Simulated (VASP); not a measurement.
# Cd3SeS2 (P-4m2) in VASP: further runs, part 2 of 2

VASP 6.6.1. The steps go on from the part before.

### Step 3. Single point, PBE

This run uses another cell than the first one, of 31.24 Å³/atom.

Contents of INCAR:

```
SYSTEM = Cd3SeS2
  PREC = Accurate
  ENCUT = 520
  EDIFF = 1E-6
  ISMEAR = 0
  SIGMA = 0.1
  LREAL = .False.
  LASPH = .True.
  NELM = 80
  ALGO = Normal
  ISIF = 2
  LWAVE = .False.
  LCHARG = .True.
  GGA = PE
  LELF = .True.
  LVHAR = .True.
  NBANDS = 36
```

Contents of KPOINTS:

```
Automatic mesh
0
Gamma
  10 10 4
  0 0 0
```

Contents of POSCAR:

```
Cd3SeS2
1.0
    4.1661026990      0.0000000000      0.0000000000
    0.0000000000      4.1661026990      0.0000000000
    0.0000000000      0.0000000000     10.8005876781
Cd Se S
3 1 2
Direct
    0.5000000000      0.5000000000      0.0000000000
    0.0000000000      0.0000000000      0.0000000000
    0.5000000000      0.5000000000      0.5000000000
    0.0000000000      0.0000000000      0.5000000000
    0.0000000000      0.5000000000      0.1440277194
    0.5000000000      0.0000000000      0.8559722806
```

Potentials or basis: VASP PAW PBE potentials, release 64 (Cd, Se, S).

Run with:

```console
$ cat potpaw_PBE.64/Cd/POTCAR potpaw_PBE.64/Se/POTCAR potpaw_PBE.64/S/POTCAR > POTCAR
$ mpirun -np 1 vasp_std > vasp.out
```

OUTCAR:

```text
SYSTEM = Cd3SeS2
   PREC = Accurate
   ENCUT = 520
   EDIFF = 1E-6
   ISMEAR = 0
   LREAL = .False.
   LASPH = .True.
   NELM = 80
   ISIF = 2
   GGA = PE

 ion  position               nearest neighbor table
   1  0.500  0.500  0.000-   5 2.60   6 2.60   6 2.60   5 2.60   2 2.95   2 2.95   2 2.95   2 2.95

   2  0.000  0.000  0.000-   5 2.60   6 2.60   5 2.60   6 2.60   1 2.95   1 2.95   1 2.95   1 2.95

   3  0.500  0.500  0.500-   4 2.95   4 2.95   4 2.95   4 2.95
   4  0.000  0.000  0.500-   3 2.95   3 2.95   3 2.95   3 2.95
   5  0.000  0.500  0.144-   1 2.60   2 2.60   2 2.60   1 2.60
   6  0.500  0.000  0.856-   1 2.60   2 2.60   1 2.60   2 2.60

  LATTYP: Found a simple tetragonal cell.
 ALAT       =     4.1661026990
 C/A-ratio  =     2.5924919423

  Lattice vectors:

 A1 = (   4.1661026990,   0.0000000000,   0.0000000000)
 A2 = (   0.0000000000,   4.1661026990,   0.0000000000)
 A3 = (   0.0000000000,   0.0000000000,  10.8005876781)

Analysis of symmetry for initial positions (statically):
=====================================================================
 Subroutine PRICEL returns:
[... 176 lines left out ...]
  free energy    TOTEN  =       -15.37032274 eV

  energy without entropy =      -15.36715822  energy(sigma->0) =      -15.36874048

 E-fermi :   0.4122     XC(G=0):  -8.0841

 val. band max:        0.3359701037   @ k =   0.5000   0.5000   0.0000
 cond. band min:       0.4868815334   @ k =   0.4000   0.0000   0.0000
 fundamental gap:      0.1509114298
 Fermi energy:         0.4121875284

 k-point     1 :       0.0000    0.0000    0.0000
  band No.  band energies     occupation
      1     -12.6316      2.00000
      2     -12.2429      2.00000
      3     -11.2252      2.00000
      4      -9.0643      2.00000
      5      -8.6477      2.00000
      6      -8.5960      2.00000
[... 925 lines left out ...]
     35       6.2980      0.00000
     36       7.0093      0.00000

 [... further k-points ...]
[... 5 lines left out ...]
  --------------------------------------------------------------------------------------
  -------------------------------------------------------------------------------------
  Total        0.2795717      0.2795717      0.2248879      0.0000000      0.0000000      0.0000000
  in kB        2.3894418      2.3894418      1.9220707      0.0000000      0.0000000      0.0000000
  external PRESSURE =       2.2336514 kB  Pullay stress =       0.0000000 kB

 VOLUME and BASIS-vectors are now :
 -----------------------------------------------------------------------------
  energy-cutoff  :      520.00
  volume of cell :      187.46
      direct lattice vectors                 reciprocal lattice vectors
     4.166102699  0.000000000  0.000000000     0.240032489  0.000000000  0.000000000
     0.000000000  4.166102699  0.000000000     0.000000000  0.240032489  0.000000000
     0.000000000  0.000000000 10.800587678     0.000000000  0.000000000  0.092587554

 POSITION                                       TOTAL-FORCE (eV/Angst)
 -----------------------------------------------------------------------------------
      2.08305      2.08305      0.00000         0.000000      0.000000      0.000000
      0.00000      0.00000      0.00000        -0.000000     -0.000000      0.000000
      2.08305      2.08305      5.40029         0.000000     -0.000000      0.000000
      0.00000      0.00000      5.40029         0.000000     -0.000000      0.000000
      0.00000      2.08305      1.55558         0.000000     -0.000000      0.063340
      2.08305      0.00000      9.24500        -0.000000     -0.000000     -0.063340
 -----------------------------------------------------------------------------------
    total drift:                                0.000000     -0.000000     -0.000000

  FREE ENERGIE OF THE ION-ELECTRON SYSTEM (eV)
  ---------------------------------------------------
  free  energy   TOTEN  =       -15.3703227421 eV

  energy  without entropy=      -15.3671582160  energy(sigma->0) =      -15.36874048
```

Run time: 3 min. Hardware: 1 thread of Intel Xeon 6975P-C (Granite Rapids), shared host; peak memory 0.5 GiB.

Results:

```yaml
Free_energy: -15.3703 eV
Pressure: 0.2 GPa
Largest_force: 0.063 eV/Å
Band_gap_on_the_k_mesh: zero (bands 27 and 28 overlap by 0.68 eV)
```

Forces in eV/Å, atoms in the order of the input:
```
Cd   0.000  0.000  0.000
Cd   0.000  0.000  0.000
Cd   0.000  0.000  0.000
Se   0.000  0.000  0.000
S    0.000  0.000  0.063
S    0.000  0.000 -0.063
```

Levels at points of the mesh, in eV from the Fermi level:
| k point | band 24 | band 25 | band 26 | band 27 | band 28 | band 29 | band 30 | band 31 |
| --- | --- | --- | --- | --- | --- | --- | --- | --- |
| (0.00, 0.00, 0.00) | -0.98 | -0.88 | -0.88 | -0.59 | -0.48 | 1.32 | 2.77 | 2.81 |
| (0.50, 0.00, 0.00) | -1.48 | -1.45 | -0.32 | 0.20 | 2.14 | 2.50 | 3.86 | 4.05 |
| (0.50, 0.50, 0.00) | -2.82 | -2.48 | -2.48 | -0.61 | -0.08 | 3.21 | 3.21 | 3.59 |
| (0.00, 0.00, 0.50) | -1.01 | -1.01 | -0.84 | -0.84 | -0.28 | 1.39 | 2.76 | 2.80 |
| (0.50, 0.00, 0.50) | -1.48 | -1.45 | -0.21 | 0.20 | 2.35 | 2.37 | 3.58 | 4.08 |
| (0.50, 0.50, 0.50) | -2.80 | -2.47 | -2.47 | -0.58 | -0.11 | 3.16 | 3.16 | 3.38 |

Caveat: semilocal functionals underestimate gaps, and a narrow one can read as zero.

The gap in the log of VASP goes by the Fermi energy; the results here count the filled bands.